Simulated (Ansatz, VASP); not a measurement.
# Fe in VASP and in Ansatz

```
CELL_PARAMETERS angstrom
2.55376 0.00000 0.00000
-1.27688 2.21162 0.00000
0.00000 0.00000 8.34057
ATOMIC_POSITIONS crystal
Fe 0.00000 0.00000 0.00000
Fe 0.00000 0.00000 0.50000
Fe 0.33333 0.66667 0.25000
Fe 0.66667 0.33333 0.75000
```

Alike in both runs: task relaxation of cell and atoms; functional r2SCAN; k mesh 14 × 14 × 4; occupations fermi-dirac, width 0.1 eV; no spin polarisation.

|  | VASP | Ansatz |
| --- | --- | --- |
| version | VASP 6.6.1 | Ansatz 0.2.0 |
| potentials or method | VASP PAW PBE potentials, release 64 (Fe), cutoff 600 eV | plane waves (500 eV) with PAW, scalar-relativistic |
| valence electrons in the cell | 32 | 64 |

|  | VASP | Ansatz | Ansatz less VASP |
| --- | --- | --- | --- |
| relaxed volume (Å³/atom) | 9.93 | 9.92 | -0.010 |
| relaxed cell length with the largest relative difference (Å) | 2.425 | 2.424 | -0.0009 |

VASP's potentials were made for PBE, not for r2SCAN. VASP's potentials hold 32 valence electrons a cell and Ansatz's 64, so a difference there can come from the potentials and not from the codes.

Noted on VASP's run: the volume moved by over 15 % at a fixed basis, so the end points are rough; too few bands were computed for a metal, which touches its energy and stress.
